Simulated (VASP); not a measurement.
A run of VASP 6.6.1:

Contents of INCAR:

```
PREC = Accurate ; ENCUT = 520
EDIFF = 1E-7 ; ISMEAR = 0
SIGMA = 0.05 ; LREAL = F
LASPH = T ; NELM = 100
ALGO = Normal ; ISIF = 2
LWAVE = F ; LCHARG = F
GGA = PE ; NBANDS = 16
```

The input KPOINTS:

```
Automatic mesh
0
Gamma
  6 6 6
```

File POSCAR:

```
MgO
1.0
    3.4863778627      0.0000000000      0.0000000000
   -1.7431889314      3.1098705502      0.0000000000
    0.0000000000      0.0000000000      4.1780412200
Mg O
2 2
Direct
    0.6666666667      0.3333333333      0.7500000000
    0.3333333333      0.6666666667      0.2500000000
    0.6666666667      0.3333333333      0.2500000000
    0.3333333333      0.6666666667      0.7500000000
```

Potentials or basis: VASP PAW PBE potentials, release 64 (Mg, O).

Launch:

```bash
$ cat potpaw_PBE.64/Mg/POTCAR potpaw_PBE.64/O/POTCAR > POTCAR
$ mpirun -np 1 vasp_std > vasp.out
```

Hardware: 1 thread of Intel Xeon 8259CL, with other jobs on the host.

Problem. Estimate the wall time of this run.

Solution. It took 48 s on 1 thread of Intel Xeon 8259CL, on a shared host, peak memory 0.18 GiB. Counts: scf iterations 14, k points 52.
